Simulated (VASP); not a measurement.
A run of VASP 6.6.1 is set up as follows.

INCAR

```
  PREC = Accurate
  ENCUT = 520
  EDIFF = 1E-6
  ISMEAR = 1
  SIGMA = 0.1
  LREAL = Auto
  LASPH = True
  NELM = 80
  ALGO = Normal
  ISIF = 2
  LWAVE = False
  LCHARG = False
  GGA = PE
  NBANDS = 76
```

File KPOINTS:

```
Automatic mesh
0
Gamma
  4 4 4
```

Contents of POSCAR:

```
CuSi8Ni8
1.0
    0.0000000000      3.3970617500      5.5985038700
    5.1384089300      0.0000000000      5.5985038700
    5.1384089300      3.3970617500      0.0000000000
Si Ni Cu
8 8 1
Direct
    0.3054415576      0.3104593861      0.5017013240
    0.7489980494      0.8669012365      0.9452683582
    0.2513631267      0.1766188463     -0.0006682503
    0.6847568664      0.6699898551      0.5659445417
    0.1646973117      0.7494993783      0.5689574424
    0.6817429067      0.2324434759      0.0860102588
    0.3330192552      0.7592678884      0.9176802618
    0.8154004473      0.2304498305      0.4353001565
    0.2307353124      0.4799531710      0.0199625907
    0.7227682243      0.9540228496      0.5279421245
    0.2728994835      0.0363920903      0.4581421782
    0.7925531968      0.5167353112      0.9778025833
    0.0352352019      0.7821500311      0.2154721968
    0.5253043018      0.3081981455      0.7253948624
    0.4551858815      0.7292361334      0.2665793869
    0.9841164444      0.2002980023      0.7955207668
    0.9245108121      0.4911063342      0.3261962104
```

Potentials or basis: VASP PAW PBE potentials, release 64 (Si, Ni, Cu).

Launch:

```console
$ cat potpaw_PBE.64/Si/POTCAR potpaw_PBE.64/Ni/POTCAR potpaw_PBE.64/Cu/POTCAR > POTCAR
$ mpirun -np 1 vasp_std > vasp.out
```

Question: Estimate the largest force.

Answer: 0.024 eV/Å.

Question: Predict the pressure.

Answer: 13.4 GPa.

Stress tensor (GPa, compression positive):
```
14.78  0.00 -0.86
 0.00 14.12  0.00
-0.86  0.00 11.40
```

Spin polarisation is off, so any magnetic state and its effect on volume and gap are missing.
